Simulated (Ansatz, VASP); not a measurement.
# One calculation of V, two programs

```
V
1.0
     2.69407    0.00000    0.00000
    -1.34704    2.33314    0.00000
     0.00000    0.00000    4.39942
V
2
Direct
  0.33333 0.66667 0.25000
  0.66667 0.33333 0.75000
```

Alike in both runs: task relaxation of cell and atoms; functional BLYP; k mesh 13 × 13 × 7; occupations fermi-dirac, width 0.1 eV; no spin polarisation.

```csv
,VASP,Ansatz
version,VASP 6.6.1,Ansatz 0.2.0
potentials or method,"VASP PAW PBE potentials, release 64 (V_sv), cutoff 600 eV","plane waves (420 eV) with PAW, scalar-relativistic"
valence electrons in the cell,26,26
```

```csv
,VASP,Ansatz,Ansatz less VASP
relaxed volume (Å³/atom),14.31,14.29,-0.023
relaxed length of the cell vector where the two differ most in proportion (Å),4.795,4.790,-0.0047
```

VASP's potentials were made for PBE, not for BLYP.
